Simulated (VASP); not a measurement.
# HfC (Fm-3m) in VASP: a series of runs, part 2 of 2

VASP 6.6.1. The steps go on from the part before.

### 3 Single point, LDA

This run uses another cell than the first one, of 11.81 Å³/atom, 0.887 times its volume.

File INCAR:

```
SYSTEM = HfC
  ALGO = Normal
  EDIFF = 1E-6
  ENCUT = 520
  ISIF = 2
  ISMEAR = -1
  LASPH = .True.
  LCHARG = .False.
  LREAL = .False.
  LWAVE = .False.
  NBANDS = 14
  NELM = 80
  PREC = Accurate
  SIGMA = 0.05
```

File KPOINTS:

```
k-points
0
Gamma
  10 10 10
  0 0 0
```

File POSCAR:

```
HfC
1.0
    0.0000000000      2.2775377028      2.2775377028
    2.2775377028      0.0000000000      2.2775377028
    2.2775377028      2.2775377028      0.0000000000
Hf C
1 1
Direct
    0.5000000000      0.5000000000      0.5000000000
    0.0000000000      0.0000000000      0.0000000000
```

Potentials or basis: VASP PAW LDA potentials, release 64 (Hf_pv, C).

Command:

```sh
cat potpaw_LDA.64/Hf_pv/POTCAR potpaw_LDA.64/C/POTCAR > POTCAR
mpirun -np 1 vasp_std > vasp.out
```

OUTCAR:

```text
SYSTEM = HfC
   EDIFF = 1E-6
   ENCUT = 520
   ISIF = 2
   ISMEAR = -1
   LASPH = .True.
   LREAL = .False.
   NELM = 80
   PREC = Accurate

 ion  position               nearest neighbor table
   1  0.500  0.500  0.500-   2 2.28   2 2.28   2 2.28   2 2.28   2 2.28   2 2.28
   2  0.000  0.000  0.000-   1 2.28   1 2.28   1 2.28   1 2.28   1 2.28   1 2.28

  LATTYP: Found a face centered cubic cell.
 ALAT       =     4.5550754056

  Lattice vectors:

 A1 = (   0.0000000000,   2.2775377028,   2.2775377028)
 A2 = (   2.2775377028,   0.0000000000,   2.2775377028)
 A3 = (   2.2775377028,   2.2775377028,   0.0000000000)

[... 584 lines left out ...]
     12      15.4056      0.00000
     13      18.8058      0.00000
     14      19.5642      0.00000

 [... further k-points ...]
[... 5 lines left out ...]
  --------------------------------------------------------------------------------------
  -------------------------------------------------------------------------------------
  Total        0.5670033      0.5670033      0.5670033     -0.0000000      0.0000000      0.0000000
  in kB       38.4476197     38.4476197     38.4476197     -0.0000000      0.0000000      0.0000000
  external PRESSURE =      38.4476197 kB  Pullay stress =       0.0000000 kB

 VOLUME and BASIS-vectors are now :
 -----------------------------------------------------------------------------
  energy-cutoff  :      520.00
  volume of cell :       23.63
      direct lattice vectors                 reciprocal lattice vectors
     0.000000000  2.277537703  2.277537703    -0.219535334  0.219535334  0.219535334
     2.277537703  0.000000000  2.277537703     0.219535334 -0.219535334  0.219535334
     2.277537703  2.277537703  0.000000000     0.219535334  0.219535334 -0.219535334

 POSITION                                       TOTAL-FORCE (eV/Angst)
 -----------------------------------------------------------------------------------
      2.27754      2.27754      2.27754         0.000000      0.000000      0.000000
      0.00000      0.00000      0.00000        -0.000000     -0.000000     -0.000000
 -----------------------------------------------------------------------------------
    total drift:                                0.000000     -0.000000      0.000000

  FREE ENERGIE OF THE ION-ELECTRON SYSTEM (eV)
  ---------------------------------------------------
  free  energy   TOTEN  =       -22.8888374684 eV

  energy  without entropy=      -22.8862290804  energy(sigma->0) =      -22.88753327
```

OSZICAR:

```text
N       E                     dE             d eps       ncg     rms          rms(c)
DAV:   1     0.210507775773E+02    0.21051E+02   -0.77993E+03  1316   0.993E+02
DAV:   2    -0.245735530895E+02   -0.45624E+02   -0.42583E+02  1706   0.200E+02
DAV:   3    -0.260106920294E+02   -0.14371E+01   -0.14320E+01  1634   0.254E+01
DAV:   4    -0.260168630740E+02   -0.61710E-02   -0.61707E-02  1514   0.206E+00
DAV:   5    -0.260168994540E+02   -0.36380E-04   -0.36380E-04  1630   0.142E-01    0.648E+01
DAV:   6    -0.229610997854E+02    0.30558E+01   -0.12034E+01  1532   0.183E+01    0.457E+01
DAV:   7    -0.229071550829E+02    0.53945E-01   -0.67378E-01  1610   0.523E+00    0.253E+01
DAV:   8    -0.228964334786E+02    0.10722E-01   -0.92250E-02  1568   0.183E+00    0.530E+00
DAV:   9    -0.228894584461E+02    0.69750E-02   -0.33872E-02  1526   0.895E-01    0.186E+00
DAV:  10    -0.228888376443E+02    0.62080E-03   -0.21466E-03  1526   0.324E-01    0.590E-02
DAV:  11    -0.228888380052E+02   -0.36086E-06   -0.92627E-05  1544   0.776E-02    0.764E-02
DAV:  12    -0.228888374684E+02    0.53682E-06   -0.11570E-06  1272   0.899E-03
   1 F= -.22888837E+02 E0= -.22887533E+02  d E =-.260839E-02
```

Wall time 7.6 s (1 thread of Intel Xeon Platinum 8259CL at 2.50GHz (Skylake/Cascade Lake), shared host); peak memory 0.14 GiB.

What came out:

```yaml
Free_energy: -22.8888 eV
Pressure: 3.8 GPa
Band_gap_on_the_k_mesh: zero (band 7 reaches 7.41 eV, above the bottom of band 8 at 5.97 eV)
```

Caveat: spin-orbit coupling is left out, which moves the levels of the heavy elements.

### 4 Single point, LDA

This run uses another cell than the first one, of 12.07 Å³/atom, 0.906 times its volume.

File INCAR:

```
ALGO = Normal
EDIFF = 1E-6
ENCUT = 520
ISIF = 2
ISMEAR = -1
LASPH = True
LCHARG = True
LELF = True
LREAL = False
LVHAR = True
LWAVE = False
NBANDS = 14
NELM = 100
PREC = Accurate
SIGMA = 0.05
```

File KPOINTS:

```
k-points
0
Gamma
  10 10 10
```

File POSCAR:

```
HfC
1.0
    0.0000000000      2.2935772291      2.2935772291
    2.2935772291      0.0000000000      2.2935772291
    2.2935772291      2.2935772291      0.0000000000
Hf C
1 1
Direct
    0.5000000000      0.5000000000      0.5000000000
    0.0000000000      0.0000000000      0.0000000000
```

Command:

```sh
cat potpaw_LDA.64/Hf_pv/POTCAR potpaw_LDA.64/C/POTCAR > POTCAR
mpirun -np 1 vasp_std > vasp.out
```

Run time: 8.5 s. Hardware: 1 thread of Intel Xeon Platinum 8259CL at 2.50GHz (Skylake/Cascade Lake), shared host; peak memory 0.13 GiB.

It converged, with:

| Quantity | Value |
| --- | --- |
| Free energy | -22.8921 eV |
| Pressure | -1.8 GPa |
| Band gap on the k mesh | zero (band 7 reaches 7.22 eV, above the bottom of band 8 at 5.80 eV) |

Levels at points of the mesh, in eV from the Fermi level:
| k point | band 5 | band 6 | band 7 | band 8 | band 9 | band 10 |
| --- | --- | --- | --- | --- | --- | --- |
| (0.00, 0.00, 0.00) | 1.03 | 1.03 | 1.03 | 1.29 | 1.29 | 1.29 |
| (0.50, 0.00, 0.00) | -6.33 | -3.16 | -3.16 | 5.43 | 5.43 | 5.94 |
| (0.50, 0.50, 0.00) | -2.47 | -1.99 | -0.03 | -0.03 | 5.46 | 6.94 |

Caveat: spin-orbit coupling is left out, which moves the levels of the heavy elements.

### 5 Single point, LDA

This run uses another cell than the first one, of 12.32 Å³/atom, 0.925 times its volume.

File INCAR:

```
SYSTEM = HfC
ALGO = Normal ; EDIFF = 1E-6
ENCUT = 520 ; ISIF = 2
ISMEAR = -1 ; LASPH = .True.
LCHARG = .False. ; LREAL = .False.
LWAVE = .False. ; NBANDS = 14
NELM = 100 ; PREC = Accurate
SIGMA = 0.05
```

File KPOINTS:

```
k-points
0
Gamma
  10 10 10
  0 0 0
```

File POSCAR:

```
HfC
1.0
    0.0000000000      2.3093955030      2.3093955030
    2.3093955030      0.0000000000      2.3093955030
    2.3093955030      2.3093955030      0.0000000000
Hf C
1 1
Direct
    0.5000000000      0.5000000000      0.5000000000
    0.0000000000      0.0000000000      0.0000000000
```

Command:

```sh
cat potpaw_LDA.64/Hf_pv/POTCAR potpaw_LDA.64/C/POTCAR > POTCAR
mpirun -np 1 vasp_std > vasp.out
```

It took 7.9 s on 1 thread of Intel Xeon Platinum 8259CL at 2.50GHz (Skylake/Cascade Lake), shared host; peak memory 0.14 GiB.

The run converged. Its results:

* Free energy: -22.8783 eV
* Pressure: -7.0 GPa
* Band gap on the k mesh: zero (band 7 reaches 7.04 eV, above the bottom of band 8 at 5.63 eV)

Levels at points of the mesh, in eV from the Fermi level:
| k point | band 3 | band 4 | band 5 | band 6 | band 7 | band 8 | band 9 | band 10 | band 11 | band 12 |
| --- | --- | --- | --- | --- | --- | --- | --- | --- | --- | --- |
| (0.00, 0.00, 0.00) | -29.33 | -12.27 | 1.01 | 1.01 | 1.01 | 1.28 | 1.28 | 1.28 | 3.36 | 3.36 |
| (0.50, 0.00, 0.00) | -29.40 | -8.31 | -6.24 | -3.08 | -3.08 | 5.30 | 5.30 | 5.80 | 6.72 | 11.56 |
| (0.50, 0.50, 0.00) | -29.58 | -10.34 | -2.50 | -1.92 | -0.05 | -0.05 | 5.34 | 6.76 | 6.76 | 8.61 |

Caveat: spin-orbit coupling is left out, which moves the levels of the heavy elements.

### 6 Single point, LDA

This run uses another cell than the first one, of 12.57 Å³/atom, 0.943 times its volume.

File INCAR:

```
PREC = Accurate
ENCUT = 520
EDIFF = 1E-6
ISMEAR = -1
SIGMA = 0.05
LREAL = False
LASPH = True
NELM = 100
ALGO = Normal
ISIF = 2
LWAVE = False
LCHARG = True
LELF = True
LVHAR = True
NBANDS = 14
```

File KPOINTS:

```
regular mesh
0
Gamma
  10 10 10
```

File POSCAR:

```
HfC
1.0
    0.0000000000      2.3250000000      2.3250000000
    2.3250000000      0.0000000000      2.3250000000
    2.3250000000      2.3250000000      0.0000000000
Hf C
1 1
Direct
    0.5000000000      0.5000000000      0.5000000000
    0.0000000000      0.0000000000      0.0000000000
```

Potentials or basis: VASP PAW LDA potentials, release 64 (Hf_pv, C).

Command:

```sh
cat potpaw_LDA.64/Hf_pv/POTCAR potpaw_LDA.64/C/POTCAR > POTCAR
mpirun -np 1 vasp_std > vasp.out
```

Wall time 8.3 s (1 thread of Intel Xeon Platinum 8259CL at 2.50GHz (Skylake/Cascade Lake), shared host); peak memory 0.13 GiB.

The run converged. Its results:

* Free energy: -22.8493 eV
* Pressure: -11.6 GPa
* Band gap on the k mesh: zero (band 7 reaches 6.87 eV, above the bottom of band 8 at 5.46 eV)

Levels at points of the mesh, in eV from the Fermi level:
| k point | band 5 | band 6 | band 7 | band 8 | band 9 | band 10 |
| --- | --- | --- | --- | --- | --- | --- |
| (0.00, 0.00, 0.00) | 1.00 | 1.00 | 1.00 | 1.28 | 1.28 | 1.28 |
| (0.50, 0.00, 0.00) | -6.15 | -3.01 | -3.01 | 5.18 | 5.18 | 5.67 |
| (0.50, 0.50, 0.00) | -2.52 | -1.85 | -0.07 | -0.07 | 5.22 | 6.60 |

Caveat: spin-orbit coupling is left out, which moves the levels of the heavy elements.

### 7 Overview

```tsv
level	potentials or basis	cell	gap on the mesh (eV)	pressure (GPa)
r2SCAN	VASP PAW PBE potentials, release 64 (Hf_pv, C)	a = 3.353 Å, angles 60.0°, 2 atoms	none	-15.0
LDA	VASP PAW LDA potentials, release 64 (Hf_pv, C)	a = 3.221 Å, angles 60.0°, 2 atoms	none	3.8
LDA	VASP PAW LDA potentials, release 64 (Hf_pv, C)	a = 3.244 Å, angles 60.0°, 2 atoms	none	-1.8
LDA	VASP PAW LDA potentials, release 64 (Hf_pv, C)	a = 3.266 Å, angles 60.0°, 2 atoms	none	-7.0
LDA	VASP PAW LDA potentials, release 64 (Hf_pv, C)	a = 3.288 Å, angles 60.0°, 2 atoms	none	-11.6
```

Alike in all rows: task single point; no spin polarisation; k mesh 10 × 10 × 10; cutoff (eV) 520; smearing fermi-dirac 0.05 eV.

Caveats: spin-orbit coupling is left out, which moves the levels of the heavy elements; the PAW data sets were made with another functional, which shifts forces and pressure a little (some runs).

Total energies depend on the potentials used, so only differences within one code and one set of settings carry meaning.
